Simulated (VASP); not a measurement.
# LiH (R-3m) in VASP: further runs

Runs on LiH. Level: r2SCAN. Tasks: single point.

Program: VASP 6.6.1. These are calculated values, not measurements. Logs are shortened: lines on timing, memory, paths and dates and some standing lists are left out, and cuts for length are marked.

## 1. The cell of the first run

The structure is trigonal, space group R-3m (No. 166). Conventional cell: a = 2.833 Å, b = 2.833 Å, c = 6.998 Å, α = 90.00°, β = 90.00°, γ = 120.00°. Li (site symmetry -3m) has 6 H at 2.01 Å within 2.7 Å. H (site symmetry -3m) has 6 Li at 2.01 Å within 2.7 Å.

## 2. Single point, r2SCAN (strain along [111] +0.9%)

Input file POSCAR:

```
LiH
1.0
    0.0114838371      2.0144786782      2.0144786782
    2.0144786782      0.0114838371      2.0144786782
    2.0144786782      2.0144786782      0.0114838371
Li H
1 1
Direct
    0.0000000000      0.0000000000      0.0000000000
    0.5000000000      0.5000000000      0.5000000000
```

Input file INCAR.step1:

```
ALGO = Normal
EDIFF = 1E-4
ENCUT = 520
GGA = PE
ISMEAR = 0
LASPH = T
LCHARG = F
LREAL = F
LWAVE = T
NBANDS = 9
NELM = 80
PREC = Accurate
SIGMA = 0.01
```

Input file INCAR.step2:

```
ALGO = Normal
EDIFF = 1E-7
ENCUT = 520
ISIF = 2
ISMEAR = 0
ISTART = 1
LASPH = T
LCHARG = T
LELF = T
LMIXTAU = T
LREAL = F
LVHAR = T
LWAVE = F
METAGGA = R2SCAN
NBANDS = 9
NELM = 80
PREC = Accurate
SIGMA = 0.01
```

Input file KPOINTS:

```
k-points
0
Gamma
  10 10 10
```

Potentials or basis: VASP PAW PBE potentials, release 64 (Li_sv, H).

Run with:

```bash
> cat potpaw_PBE.64/Li_sv/POTCAR potpaw_PBE.64/H/POTCAR > POTCAR
> cp INCAR.step1 INCAR
> mpirun -np 1 vasp_std > vasp.out
> cp INCAR.step2 INCAR
> mpirun -np 1 vasp_std > vasp.out
```

OUTCAR:

```text
EDIFF = 1E-7
   ENCUT = 520
   ISIF = 2
   ISMEAR = 0
   ISTART = 1
   LASPH = T
   LREAL = F
   METAGGA = R2SCAN
   NELM = 80
   PREC = Accurate

 ion  position               nearest neighbor table
   1  0.000  0.000  0.000-
   2  0.500  0.500  0.500-

  LATTYP: Found a trigonal (rhomboedric) cell.
 ALAT       =     2.8489262132
 COS(alpha) =     0.5056924328

  Lattice vectors:

 A1 = (   0.0114838371,   2.0144786782,   2.0144786782)
 A2 = (   2.0144786782,   0.0114838371,   2.0144786782)
 A3 = (   2.0144786782,   2.0144786782,   0.0114838371)

Analysis of symmetry for initial positions (statically):
=====================================================================
 Subroutine PRICEL returns:
 Original cell was already a primitive cell.

 Routine SETGRP: Setting up the symmetry group for a
 trigonal (rhombohedral) supercell.

 Subroutine GETGRP returns: Found 12 space group operations
 (whereof 12 operations were pure point group operations)
 out of a pool of 12 trial point group operations.

The static configuration has the point symmetry D_3d.

Analysis of symmetry for dynamics (positions and initial velocities):
=====================================================================
 Subroutine PRICEL returns:
 Original cell was already a primitive cell.

 Routine SETGRP: Setting up the symmetry group for a
 trigonal (rhombohedral) supercell.

 Subroutine GETGRP returns: Found 12 space group operations
 (whereof 12 operations were pure point group operations)
 out of a pool of 12 trial point group operations.

The dynamic configuration has the point symmetry D_3d.

 Subroutine INISYM returns: Found 12 space group operations
 (whereof 12 operations are pure point group operations),
 and found     1 'primitive' translations

----------------------------------------------------------------------------------------

                                     Primitive cell

  volume of cell :      16.2102

  direct lattice vectors                    reciprocal lattice vectors
     0.011483837  2.014478678  2.014478678    -0.250335698  0.248916711  0.248916711
     2.014478678  0.011483837  2.014478678     0.248916711 -0.250335698  0.248916711
     2.014478678  2.014478678  0.011483837     0.248916711  0.248916711 -0.250335698

  length of vectors
     2.848926213  2.848926213  2.848926213     0.431957197  0.431957197  0.431957197

  position of ions in fractional coordinates (direct lattice)
     0.000000000  0.000000000  0.000000000
     0.500000000  0.500000000  0.500000000

  ion indices of the primitive-cell ions
   primitive index   ion index
                 1           1
                 2           2

----------------------------------------------------------------------------------------

 KPOINTS: k-points

Automatic generation of k-mesh.
 Grid dimensions read from file:
 generate k-points for:   10   10   10

 Generating k-lattice:

  Cartesian coordinates                     Fractional coordinates (reciprocal lattice)
    -0.025033570  0.024891671  0.024891671     0.100000000  0.000000000  0.000000000
     0.024891671 -0.025033570  0.024891671     0.000000000  0.100000000  0.000000000
     0.024891671  0.024891671 -0.025033570     0.000000000  0.000000000  0.100000000

  Length of vectors
     0.043195720  0.043195720  0.043195720

  Shift w.r.t. Gamma in fractional coordinates (k-lattice)
     0.000000000  0.000000000  0.000000000

 Subroutine IBZKPT returns following result:
 ===========================================

 Found    116 irreducible k-points:

 Following reciprocal coordinates:
            Coordinates               Weight
  0.000000  0.000000  0.000000      1.000000
  0.100000  0.000000  0.000000      6.000000
  0.200000  0.000000  0.000000      6.000000
  0.300000 -0.000000 -0.000000      6.000000
  0.400000  0.000000  0.000000      6.000000
  0.500000  0.000000 -0.000000      3.000000
[... 16 lines left out ...]
  0.300000  0.300000  0.000000      6.000000
  0.400000  0.300000  0.000000     12.000000
 [... further k-points ...]
   k-points           NKPTS =    116   k-points in BZ     NKDIM =    116   number of bands    NBANDS=      9
   number of dos      NEDOS =    301   number of ions     NIONS =      2
   total plane-waves  NPLWV =  13824
   dimension x,y,z NGX =    24 NGY =   24 NGZ =   24
   dimension x,y,z NGXF=    48 NGYF=   48 NGZF=   48
   ions per type =               1   1
   NGX,Y,Z   is equivalent  to a cutoff of  14.00, 14.00, 14.00 a.u.
   NGXF,Y,Z  is equivalent  to a cutoff of  28.01, 28.01, 28.01 a.u.
 SYSTEM =  unknown system
   PREC   = accura    normal or accurate (medium, high low for compatibility)
   ISTART =      1    job   : 0-new  1-cont  2-samecut
   ICHARG =      0    charge: 1-file 2-atom 10-const
   ISPIN  =      1    spin polarized calculation?
   LNONCOLLINEAR =      F non collinear calculations
   LSORBIT =      F    spin-orbit coupling
   LASPH  =      T    aspherical Exc in radial PAW
   ENCUT  =  520.0 eV  38.22 Ry    6.18 a.u.   5.30  5.30  5.30*2*pi/ulx,y,z
   NELM   =     80;   NELMIN=  2; NELMDL=  0     # of ELM steps
   EDIFF  = 0.1E-06   stopping-criterion for ELM
   LREAL  =      F    real-space projection
   EDIFFG = 0.1E-05   stopping-criterion for IOM
   NSW    =      0    number of steps for IOM
   IBRION =     -1    ionic relax: 0-MD 1-quasi-New 2-CG
   NFREE  =      0    steps in history (QN), initial steepest desc. (CG)
   ISIF   =      2    stress and relaxation
   ISYM   =      2    0-nonsym 1-usesym 2-fastsym
   POTIM  = 0.5000    time-step for ionic-motion
   TEBEG  =    0.0;   TEEND  =   0.0 temperature during run
   PSTRESS=    0.0 pullay stress
   NELECT =       4.0000    total number of electrons
   NUPDOWN=      -1.0000    fix difference up-down
   EMIN   =  10.00;   EMAX   =-10.00  energy-range for DOS
   EFERMI =   0.00;   METHOD = LEGACY
   ISMEAR =     0;   SIGMA  =   0.01  broadening in eV -4-tet -1-fermi 0-gaus
   EFERMI_NEDOS =   21; number of points for ismear=-14 and -15
   IALGO  =     38    algorithm
   IMIX   =      4    mixing-type and parameters
     AMIX     =   0.40;   BMIX     =  1.00
     AMIX_MAG =   1.60;   BMIX_MAG =  1.00
  volume/ion in A,a.u.               =       8.11        54.70
  Fermi-wavevector in a.u.,A,eV,Ry     =   1.026830  1.940428 14.345717  1.054380
  Thomas-Fermi vector in A             =   2.160744
   LORBIT       =      0    0 simple, 1 ext, 2 COOP (PROOUT), +10 PAW based schemes
   METAGGA = R2SCAN    functional components
   LHFCALC =     F    Hartree Fock is set to
   AEXX    =    0.0000 exact exchange contribution
   IVDW    =     0    specifies the selected vdW correction
   LEPSILON=     F    determine dielectric tensor
   LRPA    =     F    only Hartree local field effects (RPA)
 non-spin polarized calculation
 Gauss-broadening in eV      SIGMA  =   0.01
  energy-cutoff  :      520.00
  volume of cell :       16.21
 maximum number of plane-waves:       446
 NGX is ok and might be reduce to    24
   NGX = 11   NGY = 11   NGZ = 11

 number of electron       3.9999995 magnetization

 Free energy of the ion-electron system (eV)
  ---------------------------------------------------
  ext. energy  EPLUGINS =         0.00000000
  ---------------------------------------------------
  free energy    TOTEN  =        -6.81710761 eV

  energy without entropy =       -6.81710761  energy(sigma->0) =       -6.81710761

 E-fermi :  -0.0964     XC(G=0):  -8.8016

 val. band max:       -0.2175717979   @ k =   0.5000   0.5000   0.0000
 cond. band min:       3.3684243877   @ k =   0.5000   0.5000   0.0000
 fundamental gap:      3.5859961856
 Fermi energy:        -0.0963664521

 k-point     1 :       0.0000    0.0000    0.0000
  band No.  band energies     occupation
      1     -45.9554      2.00000
      2      -5.6394      2.00000
      3      17.3242      0.00000
      4      18.9118      0.00000
      5      19.2001      0.00000
      6      19.2001      0.00000
      7      23.3176      0.00000
      8      23.6283      0.00000
      9      23.6283      0.00000

 k-point     2 :       0.1000    0.0000    0.0000
  band No.  band energies     occupation
      1     -45.9513      2.00000
      2      -5.4586      2.00000
      3      15.6246      0.00000
      4      18.0952      0.00000
      5      18.5034      0.00000
      6      18.7377      0.00000
      7      23.2882      0.00000
      8      24.3274      0.00000
      9      24.6143      0.00000

 k-point     3 :       0.2000    0.0000    0.0000
  band No.  band energies     occupation
      1     -45.9403      2.00000
      2      -4.9313      2.00000
      3      12.1315      0.00000
      4      16.7303      0.00000
      5      17.8431      0.00000
      6      18.0408      0.00000
      7      24.2305      0.00000
      8      24.2883      0.00000
      9      24.3046      0.00000

 k-point     4 :       0.3000   -0.0000   -0.0000
  band No.  band energies     occupation
      1     -45.9266      2.00000
      2      -4.1235      2.00000
      3       8.8437      0.00000
      4      15.6043      0.00000
      5      17.4981      0.00000
      6      17.6618      0.00000
      7      21.9142      0.00000
      8      21.9952      0.00000
      9      25.9946      0.00000

 k-point     5 :       0.4000    0.0000    0.0000
  band No.  band energies     occupation
      1     -45.9156      2.00000
      2      -3.2475      2.00000
      3       6.4138      0.00000
      4      14.8718      0.00000
      5      17.5719      0.00000
      6      17.6966      0.00000
      7      20.1807      0.00000
      8      20.2997      0.00000
      9      27.9363      0.00000

 k-point     6 :       0.5000    0.0000   -0.0000
  band No.  band energies     occupation
      1     -45.9114      2.00000
      2      -2.8158      2.00000
      3       5.4561      0.00000
      4      14.6187      0.00000
      5      17.7883      0.00000
      6      17.8799      0.00000
      7      19.4061      0.00000
      8      19.5583      0.00000
      9      29.0387      0.00000
[... 169 lines left out ...]
 k-point    21 :      -0.3000    0.2000   -0.0000
  band No.  band energies     occupation
      1     -45.9117      2.00000
      2      -2.8310      2.00000
      3       7.3667      0.00000
      4       9.8477      0.00000
      5      16.2575      0.00000
      6      16.9710      0.00000
      7      23.4760      0.00000
      8      26.8890      0.00000
      9      27.9161      0.00000

 k-point    22 :      -0.2000    0.2000    0.0000
  band No.  band energies     occupation
      1     -45.9220      2.00000
      2      -3.7740      2.00000
      3      10.2030      0.00000
      4      10.2928      0.00000
      5      17.2069      0.00000
      6      18.1779      0.00000
      7      22.5133      0.00000
      8      25.2675      0.00000
      9      26.5260      0.00000

 k-point    23 :       0.3000    0.3000    0.0000
  band No.  band energies     occupation
      1     -45.9180      2.00000
      2      -3.3715      2.00000
      3       9.0687      0.00000
      4      12.8882      0.00000
      5      13.0865      0.00000
      6      16.3157      0.00000
      7      19.0146      0.00000
      8      29.7961      0.00000
      9      32.8617      0.00000

 k-point    24 :       0.4000    0.3000    0.0000
  band No.  band energies     occupation
      1     -45.9095      2.00000
      2      -2.4713      2.00000
      3       7.1170      0.00000
      4      11.2058      0.00000
      5      12.4277      0.00000
      6      17.1896      0.00000
      7      19.0910      0.00000
      8      30.8710      0.00000
      9      31.5499      0.00000

 [... further k-points ...]
[... 5 lines left out ...]
  --------------------------------------------------------------------------------------
  -------------------------------------------------------------------------------------
  Total       -0.0779855     -0.0779855     -0.0779855     -0.0227801     -0.0227801     -0.0227801
  in kB       -7.7078997     -7.7078997     -7.7078997     -2.2515295     -2.2515295     -2.2515295
  external PRESSURE =      -7.7078997 kB  Pullay stress =       0.0000000 kB

 VOLUME and BASIS-vectors are now :
 -----------------------------------------------------------------------------
  energy-cutoff  :      520.00
  volume of cell :       16.21
      direct lattice vectors                 reciprocal lattice vectors
     0.011483837  2.014478678  2.014478678    -0.250335698  0.248916711  0.248916711
     2.014478678  0.011483837  2.014478678     0.248916711 -0.250335698  0.248916711
     2.014478678  2.014478678  0.011483837     0.248916711  0.248916711 -0.250335698

 POSITION                                       TOTAL-FORCE (eV/Angst)
 -----------------------------------------------------------------------------------
      0.00000      0.00000      0.00000         0.000000     -0.000000      0.000000
      2.02022      2.02022      2.02022        -0.000000      0.000000     -0.000000
 -----------------------------------------------------------------------------------
    total drift:                                0.000000     -0.000000     -0.000000

  FREE ENERGIE OF THE ION-ELECTRON SYSTEM (eV)
  ---------------------------------------------------
  free  energy   TOTEN  =        -6.8171076130 eV

  energy  without entropy=       -6.8171076130  energy(sigma->0) =       -6.81710761
```

It took 62 s on 1 thread of Intel Xeon Platinum 8488C (Sapphire Rapids), shared host; peak memory 0.14 GiB.

Results:

```yaml
Free_energy: -6.8171 eV
Band_gap_on_the_k_mesh: 3.59 eV, direct
```

Caveat: the cell differs from its parent crystal (strain along [111] +0.9%); the cutoff is under 1.25 times the usual one of these potentials, so pressure, stress and relaxed cells hold a basis-set (Pulay) error; the PAW data sets were made with another functional, which shifts forces and pressure a little.

## 3. Single point, r2SCAN (epitaxial 111 strain +3.6%)

Input file POSCAR:

```
LiH
1.0
   -0.0507565516      2.0247467028      2.0247467028
    2.0247467028     -0.0507565516      2.0247467028
    2.0247467028      2.0247467028     -0.0507565516
Li H
1 1
Direct
    0.0000000000      0.0000000000      0.0000000000
    0.5000000000      0.5000000000      0.5000000000
```

Input file INCAR.step1:

```
SYSTEM = LiH
ALGO     = Normal         ! electronic algorithm
EDIFF    = 1E-4           ! SCF threshold, eV
ENCUT    = 520            ! plane-wave cutoff, eV
GGA      = PE             ! functional
ISMEAR   = 0              ! smearing method
LASPH    = .TRUE.         ! aspherical terms in the spheres
LCHARG   = .FALSE.        ! write CHGCAR
LREAL    = .FALSE.        ! projectors in reciprocal space
LWAVE    = .TRUE.         ! write WAVECAR
NBANDS   = 9              ! bands
NELM     = 60             ! most SCF steps
PREC     = Accurate       ! precision mode
SIGMA    = 0.01           ! smearing width, eV
```

Input file INCAR.step2:

```
SYSTEM = LiH
ALGO     = Normal         ! electronic algorithm
EDIFF    = 1E-7           ! SCF threshold, eV
ENCUT    = 520            ! plane-wave cutoff, eV
ISIF     = 2              ! what is computed and relaxed
ISMEAR   = 0              ! smearing method
ISTART   = 1            
LASPH    = .TRUE.         ! aspherical terms in the spheres
LCHARG   = .FALSE.        ! write CHGCAR
LMIXTAU  = .TRUE.       
LREAL    = .FALSE.        ! projectors in reciprocal space
LWAVE    = .FALSE.        ! write WAVECAR
METAGGA  = R2SCAN         ! meta-GGA
NBANDS   = 9              ! bands
NELM     = 60             ! most SCF steps
PREC     = Accurate       ! precision mode
SIGMA    = 0.01           ! smearing width, eV
```

Input file KPOINTS:

```
k-points
0
G
  10 10 10
  0 0 0
```

Potentials or basis: VASP PAW PBE potentials, release 64 (Li_sv, H).

Run with:

```bash
> cat potpaw_PBE.64/Li_sv/POTCAR potpaw_PBE.64/H/POTCAR > POTCAR
> cp INCAR.step1 INCAR
> mpirun -np 1 vasp_std > vasp.out
> cp INCAR.step2 INCAR
> mpirun -np 1 vasp_std > vasp.out
```

OUTCAR:

```text
SYSTEM = LiH
   EDIFF = 1E-7
   ENCUT = 520
   ISIF = 2
   ISMEAR = 0
   ISTART = 1
   LASPH = .TRUE.
   LREAL = .FALSE.
   METAGGA = R2SCAN
   NELM = 60
   PREC = Accurate

 ion  position               nearest neighbor table
   1  0.000  0.000  0.000-
   2  0.500  0.500  0.500-

  LATTYP: Found a trigonal (rhomboedric) cell.
 ALAT       =     2.8638740630
 COS(alpha) =     0.4747827216

  Lattice vectors:

 A1 = (  -0.0507565516,   2.0247467028,   2.0247467028)
[... 472 lines left out ...]

 [... further k-points ...]

------------------------ aborting loop because EDIFF is reached ----------------------------------------

  FORCE on cell =-STRESS in cart. coord.  units (eV):
  Direction    XX          YY          ZZ          XY          YZ          ZX
  --------------------------------------------------------------------------------------
  -------------------------------------------------------------------------------------
  Total       -0.3088959     -0.3088959     -0.3088959      0.1295224      0.1295224      0.1295224
  in kB      -28.7311503    -28.7311503    -28.7311503     12.0471891     12.0471891     12.0471891
  external PRESSURE =     -28.7311503 kB  Pullay stress =       0.0000000 kB

 VOLUME and BASIS-vectors are now :
 -----------------------------------------------------------------------------
  energy-cutoff  :      520.00
  volume of cell :       17.23
      direct lattice vectors                 reciprocal lattice vectors
    -0.050756552  2.024746703  2.024746703    -0.237847580  0.243963276  0.243963276
     2.024746703 -0.050756552  2.024746703     0.243963276 -0.237847580  0.243963276
     2.024746703  2.024746703 -0.050756552     0.243963276  0.243963276 -0.237847580

 POSITION                                       TOTAL-FORCE (eV/Angst)
 -----------------------------------------------------------------------------------
      0.00000      0.00000      0.00000        -0.000000     -0.000000      0.000000
      1.99937      1.99937      1.99937         0.000000      0.000000     -0.000000
 -----------------------------------------------------------------------------------
    total drift:                                0.000000     -0.000000     -0.000000

  FREE ENERGIE OF THE ION-ELECTRON SYSTEM (eV)
  ---------------------------------------------------
  free  energy   TOTEN  =        -6.8032128149 eV

  energy  without entropy=       -6.8032128149  energy(sigma->0) =       -6.80321281
```

OUTCAR.step1:

```text
SYSTEM = LiH
   EDIFF = 1E-4
   ENCUT = 520
   GGA = PE
   ISMEAR = 0
   LASPH = .TRUE.
   LREAL = .FALSE.
[... 510 lines left out ...]
      0.00000      0.00000      0.00000        -0.000000      0.000000     -0.000000
      1.99937      1.99937      1.99937         0.000000     -0.000000      0.000000
 -----------------------------------------------------------------------------------
    total drift:                                0.000000     -0.000000     -0.000000

  FREE ENERGIE OF THE ION-ELECTRON SYSTEM (eV)
  ---------------------------------------------------
  free  energy   TOTEN  =        -6.1144637393 eV

  energy  without entropy=       -6.1144637393  energy(sigma->0) =       -6.11446374
```

Wall time 59 s (1 thread of Intel Xeon Platinum 8488C (Sapphire Rapids), shared host); peak memory 0.14 GiB.

What came out:

| Quantity | Value |
| --- | --- |
| Free energy | -6.8032 eV |
| Band gap on the k mesh | 3.62 eV, direct |

Caveat: the cell differs from its parent crystal (epitaxial 111 strain +3.6%); the cutoff is under 1.25 times the usual one of these potentials, so pressure, stress and relaxed cells hold a basis-set (Pulay) error; the PAW data sets were made with another functional, which shifts forces and pressure a little. A k mesh can miss the band edges.
